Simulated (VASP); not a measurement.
# TePb (P1) in VASP: relaxation of the atoms with PBEsol

Aim: the relaxation of the atoms of TePb with PBEsol.

Everything below comes from runs of VASP 6.6.1. Logs are shortened: lines on timing, memory, paths and dates and some standing lists are left out, and cuts for length are marked.

### 1 The cell of the first run

The typed cell holds 2 atoms: a = 4.569 Å, b = 4.569 Å, c = 4.569 Å, α = 60.00°, β = 60.00°, γ = 60.00°.

### 2 Relaxation of the atoms, PBEsol

INCAR

```
SYSTEM = TePb
  PREC = Accurate
  ENCUT = 520
  EDIFF = 1E-6
  ISMEAR = -1
  SIGMA = 0.05
  LREAL = .False.
  LASPH = .True.
  NELM = 80
  ALGO = Normal
  ISIF = 2
  LWAVE = .False.
  LCHARG = .False.
  GGA = PS
  IBRION = 2
  NSW = 100
  EDIFFG = -0.01
```

KPOINTS

```
Automatic mesh
0
Gamma
  6 6 6
  0 0 0
```

POSCAR

```
TePb
1.0
    0.0000000000      3.2310000000      3.2310000000
    3.2310000000      0.0000000000      3.2310000000
    3.2310000000      3.2310000000      0.0000000000
Te Pb
1 1
Direct
    0.4729407200      0.4725745300      0.5207041300
   -0.0056770800     -0.0201382600     -0.0482762700
```

Potentials or basis: VASP PAW PBE potentials, release 64 (Te, Pb_d).

On the command line:

```sh
$ cat potpaw_PBE.64/Te/POTCAR potpaw_PBE.64/Pb_d/POTCAR > POTCAR
$ mpirun -np 1 vasp_std > vasp.out
```

OUTCAR:

```text
SYSTEM = TePb
   PREC = Accurate
   ENCUT = 520
   EDIFF = 1E-6
   ISMEAR = -1
   LREAL = .False.
   LASPH = .True.
   NELM = 80
   ISIF = 2
   GGA = PS
   IBRION = 2
   NSW = 100
   EDIFFG = -0.01

 ion  position               nearest neighbor table
   1  0.473  0.473  0.521-   2 3.04   2 3.09   2 3.15   2 3.33   2 3.39   2 3.44
   2  0.994  0.980  0.952-   1 3.04   1 3.09   1 3.15   1 3.33   1 3.39   1 3.44

  LATTYP: Found a face centered cubic cell.
 ALAT       =     6.4620000000

  Lattice vectors:

 A1 = (   0.0000000000,   3.2310000000,   3.2310000000)
 A2 = (   3.2310000000,   0.0000000000,   3.2310000000)
 A3 = (   3.2310000000,   3.2310000000,   0.0000000000)

Analysis of symmetry for initial positions (statically):
=====================================================================
 Subroutine PRICEL returns:
 Original cell was already a primitive cell.

 Routine SETGRP: Setting up the symmetry group for a
 face centered cubic supercell.

 Subroutine GETGRP returns: Found  1 space group operations
 (whereof  1 operations were pure point group operations)
 out of a pool of 48 trial point group operations.

The static configuration has the point symmetry C_1 .

Analysis of symmetry for dynamics (positions and initial velocities):
=====================================================================
 Subroutine PRICEL returns:
 Original cell was already a primitive cell.

 Routine SETGRP: Setting up the symmetry group for a
 face centered cubic supercell.

 Subroutine GETGRP returns: Found  1 space group operations
 (whereof  1 operations were pure point group operations)
 out of a pool of 48 trial point group operations.

The dynamic configuration has the point symmetry C_1 .

 Subroutine INISYM returns: Found  1 space group operations
 (whereof  1 operations are pure point group operations),
 and found     1 'primitive' translations

----------------------------------------------------------------------------------------

                                     Primitive cell

  volume of cell :      67.4592

  direct lattice vectors                    reciprocal lattice vectors
     0.000000000  3.231000000  3.231000000    -0.154750851  0.154750851  0.154750851
     3.231000000  0.000000000  3.231000000     0.154750851 -0.154750851  0.154750851
     3.231000000  3.231000000  0.000000000     0.154750851  0.154750851 -0.154750851

  length of vectors
     4.569324020  4.569324020  4.569324020     0.268036337  0.268036337  0.268036337

  position of ions in fractional coordinates (direct lattice)
     0.472940720  0.472574530  0.520704130
     0.994322920  0.979861740  0.951723730

  ion indices of the primitive-cell ions
   primitive index   ion index
                 1           1
                 2           2

----------------------------------------------------------------------------------------

 KPOINTS: Automatic mesh

Automatic generation of k-mesh.
 Grid dimensions read from file:
 generate k-points for:    6    6    6

 Generating k-lattice:

  Cartesian coordinates                     Fractional coordinates (reciprocal lattice)
    -0.025791809  0.025791809  0.025791809     0.166666667  0.000000000  0.000000000
     0.025791809 -0.025791809  0.025791809     0.000000000  0.166666667  0.000000000
     0.025791809  0.025791809 -0.025791809     0.000000000  0.000000000  0.166666667

  Length of vectors
     0.044672723  0.044672723  0.044672723

  Shift w.r.t. Gamma in fractional coordinates (k-lattice)
     0.000000000  0.000000000  0.000000000

 Subroutine IBZKPT returns following result:
 ===========================================

 Found    112 irreducible k-points:

 Following reciprocal coordinates:
            Coordinates               Weight
  0.000000  0.000000  0.000000      1.000000
  0.166667  0.000000  0.000000      2.000000
  0.000000  0.166667  0.000000      2.000000
  0.000000  0.000000  0.166667      2.000000
  0.166667  0.166667  0.166667      2.000000
  0.333333  0.000000  0.000000      2.000000
[... 16 lines left out ...]
  0.166667 -0.166667 -0.166667      2.000000
  0.333333  0.333333  0.166667      2.000000
 [... further k-points ...]
   k-points           NKPTS =    112   k-points in BZ     NKDIM =    112   number of bands    NBANDS=     14
   number of dos      NEDOS =    301   number of ions     NIONS =      2
   total plane-waves  NPLWV =  46656
   dimension x,y,z NGX =    36 NGY =   36 NGZ =   36
   dimension x,y,z NGXF=    72 NGYF=   72 NGZF=   72
   ions per type =               1   1
   NGX,Y,Z   is equivalent  to a cutoff of  13.10, 13.10, 13.10 a.u.
   NGXF,Y,Z  is equivalent  to a cutoff of  26.20, 26.20, 26.20 a.u.
 SYSTEM =  TePb
   PREC   = accura    normal or accurate (medium, high low for compatibility)
   ISTART =      0    job   : 0-new  1-cont  2-samecut
   ICHARG =      2    charge: 1-file 2-atom 10-const
   ISPIN  =      1    spin polarized calculation?
   LNONCOLLINEAR =      F non collinear calculations
   LSORBIT =      F    spin-orbit coupling
   LASPH  =      T    aspherical Exc in radial PAW
   ENCUT  =  520.0 eV  38.22 Ry    6.18 a.u.   8.50  8.50  8.50*2*pi/ulx,y,z
   NELM   =     80;   NELMIN=  2; NELMDL= -5     # of ELM steps
   EDIFF  = 0.1E-05   stopping-criterion for ELM
   LREAL  =      F    real-space projection
   EDIFFG = -.1E-01   stopping-criterion for IOM
   NSW    =    100    number of steps for IOM
   IBRION =      2    ionic relax: 0-MD 1-quasi-New 2-CG
   NFREE  =      1    steps in history (QN), initial steepest desc. (CG)
   ISIF   =      2    stress and relaxation
   ISYM   =      2    0-nonsym 1-usesym 2-fastsym
   POTIM  = 0.5000    time-step for ionic-motion
   TEBEG  =    0.0;   TEEND  =   0.0 temperature during run
   PSTRESS=    0.0 pullay stress
   NELECT =      20.0000    total number of electrons
   NUPDOWN=      -1.0000    fix difference up-down
   EMIN   =  10.00;   EMAX   =-10.00  energy-range for DOS
   EFERMI =   0.00;   METHOD = LEGACY
   ISMEAR =    -1;   SIGMA  =   0.05  broadening in eV -4-tet -1-fermi 0-gaus
   EFERMI_NEDOS =   21; number of points for ismear=-14 and -15
   IALGO  =     38    algorithm
   IMIX   =      4    mixing-type and parameters
     AMIX     =   0.40;   BMIX     =  1.00
     AMIX_MAG =   1.60;   BMIX_MAG =  1.00
  volume/ion in A,a.u.               =      33.73       227.62
  Fermi-wavevector in a.u.,A,eV,Ry     =   1.091619  2.062861 16.213147  1.191633
  Thomas-Fermi vector in A             =   2.227868
   LORBIT       =      0    0 simple, 1 ext, 2 COOP (PROOUT), +10 PAW based schemes
   GGA     = PS    functional components
   LHFCALC =     F    Hartree Fock is set to
   AEXX    =    0.0000 exact exchange contribution
   IVDW    =     0    specifies the selected vdW correction
   LEPSILON=     F    determine dielectric tensor
   LRPA    =     F    only Hartree local field effects (RPA)
 conjugate gradient relaxation of ions
 non-spin polarized calculation
  energy-cutoff  :      520.00
  volume of cell :       67.46
 maximum number of plane-waves:      1853
 NGX is ok and might be reduce to    36
   NGX = 17   NGY = 17   NGZ = 17

--------------------------------------- Ionic step        1  -------------------------------------------

 number of electron      19.9999997 magnetization

 Free energy of the ion-electron system (eV)
  ---------------------------------------------------
  ext. energy  EPLUGINS =         0.00000000
  ---------------------------------------------------
  free energy    TOTEN  =        -8.23476519 eV

  energy without entropy =       -8.23475659  energy(sigma->0) =       -8.23476089

------------------------ aborting loop because EDIFF is reached ----------------------------------------

  FORCE on cell =-STRESS in cart. coord.  units (eV):
  Direction    XX          YY          ZZ          XY          YZ          ZX
  --------------------------------------------------------------------------------------
  -------------------------------------------------------------------------------------
  Total        0.4273305      0.1640238     -0.0787010      0.0636822     -0.0316756     -0.0394088
  in kB       10.1492413      3.8956199     -1.8691761      1.5124746     -0.7523071     -0.9359725
  external PRESSURE =       4.0585617 kB  Pullay stress =       0.0000000 kB
[... 93 lines left out ...]
  energy  without entropy=       -8.2539746786  energy(sigma->0) =       -8.25398278

--------------------------------------- Ionic step        4  -------------------------------------------

 number of electron      20.0000001 magnetization

 Free energy of the ion-electron system (eV)
  ---------------------------------------------------
  ext. energy  EPLUGINS =         0.00000000
  ---------------------------------------------------
  free energy    TOTEN  =        -8.25937329 eV

  energy without entropy =       -8.25933685  energy(sigma->0) =       -8.25935507

 E-fermi :   5.7948     XC(G=0):  -9.4706

 val. band max:        5.4584471486   @ k =   0.5000   0.0000   0.0000
 cond. band min:       6.1279139751   @ k =   0.5000   0.0000   0.0000
 fundamental gap:      0.6694668264
 Fermi energy:         5.7947856398

 k-point     1 :       0.0000    0.0000    0.0000
  band No.  band energies     occupation
      1     -11.1701      2.00000
      2     -11.1700      2.00000
      3     -11.1592      2.00000
      4     -11.1591      2.00000
      5     -11.1591      2.00000
      6      -6.5741      2.00000
      7      -0.1548      2.00000
      8       4.1260      2.00000
      9       4.1268      2.00000
     10       4.1276      2.00000
     11       9.5135      0.00000
     12       9.5152      0.00000
     13       9.5173      0.00000
     14      11.2202      0.00000
[... 375 lines left out ...]
 k-point    24 :       0.3333    0.3333    0.1667
  band No.  band energies     occupation
      1     -11.1930      2.00000
      2     -11.1703      2.00000
      3     -11.1609      2.00000
      4     -11.1471      2.00000
      5     -11.1444      2.00000
      6      -5.7507      2.00000
      7      -1.8312      2.00000
      8       3.5256      2.00000
      9       3.5944      2.00000
     10       4.2610      2.00000
     11       7.6609      0.00000
     12       8.8739      0.00000
     13       9.0189      0.00000
     14      10.2652      0.00000

 [... further k-points ...]

------------------------ aborting loop because EDIFF is reached ----------------------------------------

  FORCE on cell =-STRESS in cart. coord.  units (eV):
  Direction    XX          YY          ZZ          XY          YZ          ZX
  --------------------------------------------------------------------------------------
  -------------------------------------------------------------------------------------
  Total       -0.1651302     -0.1684869     -0.1651590     -0.0002529     -0.0004265      0.0008343
  in kB       -3.9218972     -4.0016208     -3.9225805     -0.0060069     -0.0101291      0.0198139
  external PRESSURE =      -3.9486995 kB  Pullay stress =       0.0000000 kB
[... 17 lines left out ...]
  FREE ENERGIE OF THE ION-ELECTRON SYSTEM (eV)
  ---------------------------------------------------
  free  energy   TOTEN  =        -8.2593732876 eV

  energy  without entropy=       -8.2593368533  energy(sigma->0) =       -8.25935507

 reached required accuracy - stopping structural energy minimisation
```

Wall time 8.3 min (1 thread of Oxide Virtual Turin-like, shared host); peak memory 0.26 GiB.

Results:

- Free energy: -8.2594 eV
- Energy gained by relaxing: 12.3 meV/atom
- Ionic steps: 4
- Pressure after relaxing: -0.4 GPa
- Largest force after relaxing: 0.006 eV/Å
- Band gap on the k mesh: 0.67 eV

Forces on the atoms (eV/Å):
```
Te   0.005 -0.001  0.004
Pb  -0.005  0.001 -0.004
```

Step by step:
```tsv
step	energy change (eV)	largest force (eV/Å)	pressure (GPa)
1	0.0000	0.2819	0.41
2	-0.0068	0.2225	0.22
3	-0.0192	0.0927	-0.14
4	-0.0246	0.0062	-0.39
```

Final structure:
```
CELL_PARAMETERS angstrom
0.00000 3.23100 3.23100
3.23100 0.00000 3.23100
3.23100 3.23100 0.00000
ATOMIC_POSITIONS crystal
Te 0.48416 0.47328 0.48669
Pb 0.98311 0.97915 0.98574
```

Levels at points of the mesh, in eV from the valence-band top:
```tsv
k point	band 8	band 9	band 10	band 11	band 12	band 13
(0.00, 0.00, 0.00)	-1.33	-1.33	-1.33	4.06	4.06	4.06
(0.50, 0.00, 0.00)	-0.87	-0.87	0.00	0.67	1.25	1.25
(0.00, 0.50, 0.00)	-0.87	-0.87	0.00	0.67	1.25	1.25
(0.00, 0.00, 0.50)	-0.87	-0.87	0.00	0.67	1.25	1.25
(0.50, 0.50, 0.50)	-0.87	-0.87	0.00	0.67	1.25	1.25
(0.50, 0.50, 0.00)	-4.52	-2.80	-2.80	3.21	5.46	5.47
(0.00, 0.50, 0.50)	-4.52	-2.80	-2.80	3.21	5.46	5.47
(0.50, 0.00, 0.50)	-4.52	-2.80	-2.80	3.21	5.46	5.47
```

Caveat: the PAW data sets were made with another functional, which shifts forces and pressure a little; spin-orbit coupling is left out, which moves the levels of the heavy elements.
